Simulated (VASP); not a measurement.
Set up this calculation in VASP 6.6.1, as the native input.

* Task: single point
* Functional: PBE
* Potentials or basis: VASP PAW PBE potentials, release 64 (Ti_sv, Al)
* Cutoff: 520 eV
* k mesh: 10 × 10 × 10
* Occupations: fermi-dirac, width 0.05 eV
* Spin: no spin polarisation
* Dipole correction: no
* Further INCAR settings: ALGO = Normal; EDIFF = 1e-07; NBANDS = 18

The structure of TiAl3 lies in POSCAR:

```
TiAl3
1.0
   -1.9235172270      1.9235172270      4.3075032036
    1.9235172270     -1.9235172270      4.3075032036
    1.9235172270      1.9235172270     -4.3075032036
Ti Al
1 3
Direct
    0.0000000000      0.0000000000      0.0000000000
    0.2500000000      0.7500000000      0.5000000000
    0.7500000000      0.2500000000      0.5000000000
    0.5000000000      0.5000000000      0.0000000000
```

These files were run (other wordings do the same):

INCAR

```
PREC = Accurate ; ENCUT = 520
EDIFF = 1E-7 ; ISMEAR = -1
SIGMA = 0.05 ; LREAL = False
LASPH = True ; NELM = 80
ALGO = Normal ; ISIF = 2
LWAVE = False ; LCHARG = False
GGA = PE ; NBANDS = 18
```

KPOINTS

```
regular mesh
0
Gamma
  10 10 10
```

Potentials or basis: VASP PAW PBE potentials, release 64 (Ti_sv, Al).

Run with:

```sh
$ cat potpaw_PBE.64/Ti_sv/POTCAR potpaw_PBE.64/Al/POTCAR > POTCAR
$ mpirun -np 1 vasp_std > vasp.out
```

Results of the run:

- Pressure: 0.0 GPa
- Band gap on the k mesh: zero (an odd number of electrons rules out a gap without spin polarisation)

Wall time 2.9 min on 1 thread of Intel(R) Xeon(R) Platinum 8259CL CPU @ 2.50GHz (Skylake/Cascade Lake) (shared host), peak memory 0.3 GiB.
